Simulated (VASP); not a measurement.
# SnGe2Te3 (Cm) in VASP: single point with PBE

Aim: the single point of SnGe2Te3 with PBE.

All numbers are computed with VASP 6.6.1; they aren't measurements. Logs are shortened: lines on timing, memory, paths and dates and some standing lists are left out, and cuts for length are marked.

**1. The cell of the first run**

It takes space group Cm (No. 8, monoclinic). Conventional cell: a = 7.823 Å, b = 4.316 Å, c = 10.685 Å, α = 90.00°, β = 91.65°, γ = 90.00°. Within 4.0 Å of Sn (site symmetry m) lie 6 Te at 3.04 to 3.38 Å. Ge (site symmetry m) has 6 Te at 2.85 to 3.33 Å within 3.7 Å. Within 3.8 Å of Ge (site symmetry m) lie 6 Te at 2.85 to 3.33 Å. Within 3.8 Å of Te (site symmetry m) lie 3 Ge at 2.87 to 3.33 Å and 3 Sn at 3.06 to 3.38 Å. Within 3.8 Å of Te (site symmetry m) lie 3 Ge at 2.85 to 3.29 Å and 3 Sn at 3.04 to 3.35 Å. Within 3.7 Å of Te (site symmetry m) lie 6 Ge at 2.85 to 3.33 Å.

**2. Single point, PBE**

File INCAR:

```
ALGO     = Normal         # electronic algorithm
EDIFF    = 1E-6           # SCF threshold, eV
ENCUT    = 520            # plane-wave cutoff, eV
GGA      = PE             # functional
ISIF     = 2              # what is computed and relaxed
ISMEAR   = 0              # smearing method
LASPH    = True           # aspherical terms in the spheres
LCHARG   = False          # write CHGCAR
LREAL    = False          # projectors in reciprocal space
LWAVE    = False          # write WAVECAR
NBANDS   = 39             # bands
NELM     = 100            # most SCF steps
PREC     = Accurate       # precision mode
SIGMA    = 0.1            # smearing width, eV
```

File KPOINTS:

```
k-points
0
Gamma
  4 4 2
```

File POSCAR:

```
SnGe2Te3
1.0
    3.9113730591     -2.1581637321      0.0000000000
    3.9113730591      2.1581637321      0.0000000000
   -0.3081345427      0.0000000000     10.6808011102
Sn Ge Te
1 2 3
Direct
    0.0119193407      0.0119193407      0.4953951663
    0.6911913288      0.6911913288      0.8359968153
    0.3578413023      0.3578413023      0.1548478805
    0.3121488388      0.3121488388      0.6853812950
    0.6465037501      0.6465037501      0.3238383669
    0.9795158310      0.9795158310      0.0045404760
```

Potentials or basis: VASP PAW PBE potentials, release 64 (Sn_d, Ge_d, Te).

Launch:

```console
cat potpaw_PBE.64/Sn_d/POTCAR potpaw_PBE.64/Ge_d/POTCAR potpaw_PBE.64/Te/POTCAR > POTCAR
mpirun -np 1 vasp_std > vasp.out
```

OUTCAR:

```text
EDIFF = 1E-6
   ENCUT = 520
   GGA = PE
   ISIF = 2
   ISMEAR = 0
   LASPH = True
   LREAL = False
   NELM = 100
   PREC = Accurate

 ion  position               nearest neighbor table
   1  0.012  0.012  0.495-   5 3.04   5 3.04   4 3.06   5 3.35   4 3.38   4 3.38
   2  0.691  0.691  0.836-   6 2.85   4 2.87   4 2.87   6 3.29   6 3.29
   3  0.358  0.358  0.155-   5 2.85   6 2.87   6 2.87   5 3.29   5 3.29
   4  0.312  0.312  0.685-   2 2.87   2 2.87   1 3.06   1 3.38   1 3.38
   5  0.647  0.647  0.324-   3 2.85   1 3.04   1 3.04   3 3.29   3 3.29   1 3.35
   6  0.980  0.980  0.005-   2 2.85   3 2.87   3 2.87   2 3.29   2 3.29

  LATTYP: Found a base centered monoclinic cell.
 ALAT       =     7.8227461182
 B/A-ratio  =     0.5517662722
 C/A-ratio  =     1.3659199430
 COS(beta)  =    -0.0288373869

  Lattice vectors:

 A1 = (   3.9113730591,  -2.1581637321,   0.0000000000)
 A2 = (   3.9113730591,   2.1581637321,   0.0000000000)
 A3 = (  -0.3081345427,   0.0000000000,  10.6808011102)

Analysis of symmetry for initial positions (statically):
=====================================================================
 Subroutine PRICEL returns:
 Original cell was already a primitive cell.

 Routine SETGRP: Setting up the symmetry group for a
 base centered monoclinic supercell.

 Subroutine GETGRP returns: Found  2 space group operations
 (whereof  2 operations were pure point group operations)
 out of a pool of  4 trial point group operations.

The static configuration has the point symmetry C_1h.

Analysis of symmetry for dynamics (positions and initial velocities):
=====================================================================
 Subroutine PRICEL returns:
 Original cell was already a primitive cell.

 Routine SETGRP: Setting up the symmetry group for a
 base centered monoclinic supercell.

 Subroutine GETGRP returns: Found  2 space group operations
 (whereof  2 operations were pure point group operations)
 out of a pool of  4 trial point group operations.

The dynamic configuration has the point symmetry C_1h.

 Subroutine INISYM returns: Found  2 space group operations
 (whereof  2 operations are pure point group operations),
 and found     1 'primitive' translations

----------------------------------------------------------------------------------------

                                     Primitive cell

  volume of cell :     180.3215

  direct lattice vectors                    reciprocal lattice vectors
     3.911373059 -2.158163732  0.000000000     0.127832347 -0.231678437  0.003687885
     3.911373059  2.158163732  0.000000000     0.127832347  0.231678437  0.003687885
    -0.308134543  0.000000000 10.680801110     0.000000000  0.000000000  0.093625936

  length of vectors
     4.467270968  4.467270968 10.685244932     0.264631078  0.264631078  0.093625936

  position of ions in fractional coordinates (direct lattice)
     0.011919341  0.011919341  0.495395166
     0.691191329  0.691191329  0.835996815
     0.357841302  0.357841302  0.154847881
     0.312148839  0.312148839  0.685381295
     0.646503750  0.646503750  0.323838367
     0.979515831  0.979515831  0.004540476

  ion indices of the primitive-cell ions
   primitive index   ion index
                 1           1
                 2           2
                 3           3
                 4           4
                 5           5
                 6           6

----------------------------------------------------------------------------------------

 KPOINTS: k-points

Automatic generation of k-mesh.
 Grid dimensions read from file:
 generate k-points for:    4    4    2

 Generating k-lattice:

  Cartesian coordinates                     Fractional coordinates (reciprocal lattice)
     0.031958087 -0.057919609  0.000921971     0.250000000  0.000000000 -0.000000000
     0.031958087  0.057919609  0.000921971     0.000000000  0.250000000 -0.000000000
     0.000000000  0.000000000  0.046812968     0.000000000  0.000000000  0.500000000

  Length of vectors
     0.066157770  0.066157770  0.046812968

  Shift w.r.t. Gamma in fractional coordinates (k-lattice)
     0.000000000  0.000000000  0.000000000

 Subroutine IBZKPT returns following result:
 ===========================================

 Found     14 irreducible k-points:

 Following reciprocal coordinates:
            Coordinates               Weight
  0.000000  0.000000  0.000000      1.000000
  0.250000 -0.000000  0.000000      4.000000
  0.500000 -0.000000  0.000000      2.000000
  0.250000  0.250000  0.000000      2.000000
  0.500000  0.250000  0.000000      4.000000
 -0.250000  0.250000  0.000000      2.000000
  0.500000  0.500000  0.000000      1.000000
  0.000000  0.000000  0.500000      1.000000
  0.250000 -0.000000  0.500000      4.000000
  0.500000 -0.000000  0.500000      2.000000
  0.250000  0.250000  0.500000      2.000000
  0.500000  0.250000  0.500000      4.000000
 -0.250000  0.250000  0.500000      2.000000
  0.500000  0.500000  0.500000      1.000000
   k-points           NKPTS =     14   k-points in BZ     NKDIM =     14   number of bands    NBANDS=     39
   number of dos      NEDOS =    301   number of ions     NIONS =      6
   total plane-waves  NPLWV = 103680
   dimension x,y,z NGX =    36 NGY =   36 NGZ =   80
   dimension x,y,z NGXF=    72 NGYF=   72 NGZF=  160
   ions per type =               1   2   3
   NGX,Y,Z   is equivalent  to a cutoff of  13.40, 13.40, 12.45 a.u.
   NGXF,Y,Z  is equivalent  to a cutoff of  26.79, 26.79, 24.89 a.u.
 SYSTEM =  unknown system
   PREC   = accura    normal or accurate (medium, high low for compatibility)
   ISTART =      0    job   : 0-new  1-cont  2-samecut
   ICHARG =      2    charge: 1-file 2-atom 10-const
   ISPIN  =      1    spin polarized calculation?
   LNONCOLLINEAR =      F non collinear calculations
   LSORBIT =      F    spin-orbit coupling
   LASPH  =      T    aspherical Exc in radial PAW
   ENCUT  =  520.0 eV  38.22 Ry    6.18 a.u.   8.31  8.31 19.87*2*pi/ulx,y,z
   NELM   =    100;   NELMIN=  2; NELMDL= -5     # of ELM steps
   EDIFF  = 0.1E-05   stopping-criterion for ELM
   LREAL  =      F    real-space projection
[... 7 lines left out ...]
   TEBEG  =    0.0;   TEEND  =   0.0 temperature during run
   PSTRESS=    0.0 pullay stress
   NELECT =      60.0000    total number of electrons
   NUPDOWN=      -1.0000    fix difference up-down
   EMIN   =  10.00;   EMAX   =-10.00  energy-range for DOS
   EFERMI =   0.00;   METHOD = LEGACY
   ISMEAR =     0;   SIGMA  =   0.10  broadening in eV -4-tet -1-fermi 0-gaus
   EFERMI_NEDOS =   21; number of points for ismear=-14 and -15
   IALGO  =     38    algorithm
   IMIX   =      4    mixing-type and parameters
     AMIX     =   0.40;   BMIX     =  1.00
     AMIX_MAG =   1.60;   BMIX_MAG =  1.00
  volume/ion in A,a.u.               =      30.05       202.81
  Fermi-wavevector in a.u.,A,eV,Ry     =   1.134426  2.143754 17.509636  1.286922
  Thomas-Fermi vector in A             =   2.271130
   LORBIT       =      0    0 simple, 1 ext, 2 COOP (PROOUT), +10 PAW based schemes
   GGA     = PE    functional components
   LHFCALC =     F    Hartree Fock is set to
   AEXX    =    0.0000 exact exchange contribution
   IVDW    =     0    specifies the selected vdW correction
   LEPSILON=     F    determine dielectric tensor
   LRPA    =     F    only Hartree local field effects (RPA)
 non-spin polarized calculation
 Gauss-broadening in eV      SIGMA  =   0.10
  energy-cutoff  :      520.00
  volume of cell :      180.32
 maximum number of plane-waves:      4882
 NGX is ok and might be reduce to    36
   NGX = 17   NGY = 17   NGZ = 39

 number of electron      59.9999985 magnetization

 Free energy of the ion-electron system (eV)
  ---------------------------------------------------
  ext. energy  EPLUGINS =         0.00000000
  ---------------------------------------------------
  free energy    TOTEN  =       -23.25147321 eV

  energy without entropy =      -23.25146791  energy(sigma->0) =      -23.25147056

 E-fermi :   5.8202     XC(G=0):  -9.4161

 val. band max:        5.5645078090   @ k =   0.0000   0.0000   0.5000
 cond. band min:       6.0932278056   @ k =   0.5000  -0.0000   0.5000
 fundamental gap:      0.5287199966
 Fermi energy:         5.8201622481

 k-point     1 :       0.0000    0.0000    0.0000
  band No.  band energies     occupation
      1     -19.1795      2.00000
      2     -19.1792      2.00000
      3     -19.1719      2.00000
      4     -19.1715      2.00000
      5     -19.1694      2.00000
      6     -19.1679      2.00000
[... 31 lines left out ...]
     38       8.9194      0.00000
     39       8.9273      0.00000

 k-point     2 :       0.2500   -0.0000    0.0000
  band No.  band energies     occupation
      1     -19.1805      2.00000
      2     -19.1783      2.00000
      3     -19.1719      2.00000
      4     -19.1714      2.00000
      5     -19.1689      2.00000
      6     -19.1677      2.00000
[... 31 lines left out ...]
     38       9.4810      0.00000
     39       9.9705      0.00000

 k-point     3 :       0.5000   -0.0000    0.0000
  band No.  band energies     occupation
      1     -19.1814      2.00000
      2     -19.1777      2.00000
      3     -19.1720      2.00000
      4     -19.1711      2.00000
      5     -19.1685      2.00000
      6     -19.1675      2.00000
[... 31 lines left out ...]
     38      10.6669      0.00000
     39      11.1359      0.00000

 k-point     4 :       0.2500    0.2500    0.0000
  band No.  band energies     occupation
      1     -19.1797      2.00000
      2     -19.1795      2.00000
      3     -19.1718      2.00000
      4     -19.1713      2.00000
      5     -19.1699      2.00000
      6     -19.1676      2.00000
[... 31 lines left out ...]
     38       9.1967      0.00000
     39      10.0568      0.00000
[... 334 lines left out ...]
     38      10.5887      0.00000
     39      10.6060      0.00000

 k-point    13 :      -0.2500    0.2500    0.5000
  band No.  band energies     occupation
      1     -19.1813      2.00000
      2     -19.1778      2.00000
      3     -19.1719      2.00000
      4     -19.1712      2.00000
      5     -19.1683      2.00000
      6     -19.1676      2.00000
[... 31 lines left out ...]
     38      10.5132      0.00000
     39      10.5782      0.00000

 k-point    14 :       0.5000    0.5000    0.5000
  band No.  band energies     occupation
      1     -19.1803      2.00000
      2     -19.1795      2.00000
      3     -19.1721      2.00000
      4     -19.1707      2.00000
      5     -19.1705      2.00000
      6     -19.1671      2.00000
[... 31 lines left out ...]
     38      10.3783      0.00000
     39      10.6450      0.00000

------------------------ aborting loop because EDIFF is reached ----------------------------------------

  FORCE on cell =-STRESS in cart. coord.  units (eV):
  Direction    XX          YY          ZZ          XY          YZ          ZX
  --------------------------------------------------------------------------------------
  -------------------------------------------------------------------------------------
  Total       -0.0862079      0.0281195     -0.1510761      0.0000000      0.0000000      0.0727124
  in kB       -0.7659671      0.2498450     -1.3423285      0.0000000      0.0000000      0.6460582
  external PRESSURE =      -0.6194835 kB  Pullay stress =       0.0000000 kB

 VOLUME and BASIS-vectors are now :
 -----------------------------------------------------------------------------
  energy-cutoff  :      520.00
  volume of cell :      180.32
      direct lattice vectors                 reciprocal lattice vectors
     3.911373059 -2.158163732  0.000000000     0.127832347 -0.231678437  0.003687885
     3.911373059  2.158163732  0.000000000     0.127832347  0.231678437  0.003687885
    -0.308134543  0.000000000 10.680801110     0.000000000  0.000000000  0.093625936

 POSITION                                       TOTAL-FORCE (eV/Angst)
 -----------------------------------------------------------------------------------
     -0.05941      0.00000      5.29122         0.058726      0.000000     -0.044231
      5.14941      0.00000      8.92912         0.048864      0.000000     -0.032531
      2.75159      0.00000      1.65390         0.048498      0.000000     -0.058273
      2.23067      0.00000      7.32042        -0.059929      0.000000      0.056531
      4.95765      0.00000      3.45885        -0.051154      0.000000      0.025986
      7.66110      0.00000      0.04850        -0.045005      0.000000      0.052518
 -----------------------------------------------------------------------------------
    total drift:                               -0.000149     -0.000000     -0.002610

  FREE ENERGIE OF THE ION-ELECTRON SYSTEM (eV)
  ---------------------------------------------------
  free  energy   TOTEN  =       -23.2514732084 eV

  energy  without entropy=      -23.2514679149  energy(sigma->0) =      -23.25147056
```

Wall time 2.8 min (1 thread of Intel Xeon 8259CL, shared host); peak memory 0.36 GiB.

What came out:

* Free energy: -23.2515 eV
* Pressure: -0.1 GPa
* Largest force: 0.082 eV/Å
* Band gap on the k mesh: 0.53 eV (least direct gap 0.54 eV)

Forces on the atoms (eV/Å):
```
Sn   0.059  0.000 -0.044
Ge   0.049  0.000 -0.033
Ge   0.048  0.000 -0.058
Te  -0.060  0.000  0.057
Te  -0.051  0.000  0.026
Te  -0.045  0.000  0.053
```

Caveat: spin-orbit coupling is left out, which moves the levels of the heavy elements. A k mesh can miss the band edges.
